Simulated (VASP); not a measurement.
Set up this calculation in VASP 6.6.1, as the native input.

| Property | Result |
| --- | --- |
| Task | single point |
| Functional | PBEsol |
| Potentials or basis | VASP PAW PBE potentials, release 64 (H) |
| Cutoff | 520 eV |
| k mesh | 6 × 6 × 6 |
| Occupations | gaussian, width 0.05 eV |
| Spin | no spin polarisation |
| Dipole correction | no |
| Further INCAR settings | ALGO = Normal; EDIFF = 1e-07; NBANDS = 10 |

The structure of H lies in POSCAR:

```
H
1.0
    2.5841291592     -2.5284012445      0.0000000000
    2.5841291592      2.5284012445      0.0000000000
    0.0000000000      0.0000000000      4.0796907300
H
4
Direct
    0.9532956300      0.0467043700      0.0685088900
    0.4532956300      0.5467043700      0.4314911100
    0.5467043700      0.4532956300      0.5685088900
    0.0467043700      0.9532956300      0.9314911100
```

This cell differs from its parent crystal: strain -0.015 along x and y, -0.015 along z.

The input as run:

INCAR

```
ALGO = Normal
EDIFF = 1E-7
ENCUT = 520
GGA = PS
ISIF = 2
ISMEAR = 0
LASPH = T
LCHARG = F
LREAL = F
LWAVE = F
NBANDS = 10
NELM = 80
PREC = Accurate
SIGMA = 0.05
```

KPOINTS

```
k-points
0
Gamma
  6 6 6
```

Potentials or basis: VASP PAW PBE potentials, release 64 (H).

The run is started by

```console
$ cat potpaw_PBE.64/H/POTCAR > POTCAR
$ mpirun -np 1 vasp_std > vasp.out
```

Results of the run:

| Quantity | Value |
| --- | --- |
| Pressure | 1.3 GPa |
| Largest force | 0.999 eV/Å |
| Band gap on the k mesh | 9.18 eV, indirect (least direct gap 9.85 eV) |

Caveat: the cell differs from its parent crystal (strain -0.015 along x and y, -0.015 along z); the PAW data sets were made with another functional, which shifts forces and pressure a little.

It took 8.5 s on 1 thread of Intel(R) Xeon(R) 6975P-C (Granite Rapids) (shared host), peak memory 0.16 GiB.
